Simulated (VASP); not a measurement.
## HfN: single point with PBE

HfN:

```
Hf N
1.0
     0.00000    2.14605    2.25900
     2.14605    0.00000    2.25900
     2.14605    2.14605    0.00000
Hf N
1 1
Direct
  0.00000 0.00000 0.00000
  0.50000 0.50000 0.50000
```

This cell differs from its parent crystal: strain -0.050 along x and y, +0.000 along z.

```json
{
  "Program": "VASP 6.6.1",
  "Task": "single point",
  "Functional": "PBE",
  "Potentials or basis": "VASP PAW PBE potentials, release 64 (Hf_pv, N)",
  "Cutoff": "520 eV",
  "k mesh": "18 × 18 × 18",
  "Occupations": "gaussian, width 0.15 eV",
  "Spin": "no spin polarisation"
}
```

| Item | Value |
| --- | --- |
| Pressure | 41.4 GPa |

Stress tensor (GPa, compression positive):
```
54.20  0.00  0.00
 0.00 54.20  0.00
 0.00  0.00 15.84
```

Levels at points of the mesh, in eV from the Fermi level:
| k point | band 6 | band 7 | band 8 | band 9 | band 10 | band 11 |
| --- | --- | --- | --- | --- | --- | --- |
| (0.00, 0.00, 0.00) | -3.05 | -3.05 | -0.86 | -0.20 | -0.20 | 1.14 |
| (0.50, 0.00, 0.00) | -6.81 | -6.74 | 3.75 | 4.07 | 4.49 | 4.94 |
| (0.50, 0.50, 0.00) | -4.22 | -3.57 | -3.57 | 4.66 | 6.31 | 6.31 |
| (0.50, 0.00, 0.50) | -4.35 | -4.00 | -3.64 | 4.41 | 5.86 | 6.78 |

It took 42 s on 1 thread of Intel(R) Xeon(R) 6975P-C (Granite Rapids), on a shared host, peak memory 0.26 GiB.

Caveat: the cell differs from its parent crystal (strain -0.050 along x and y, +0.000 along z); spin-orbit coupling is left out, which moves the levels of the heavy elements.
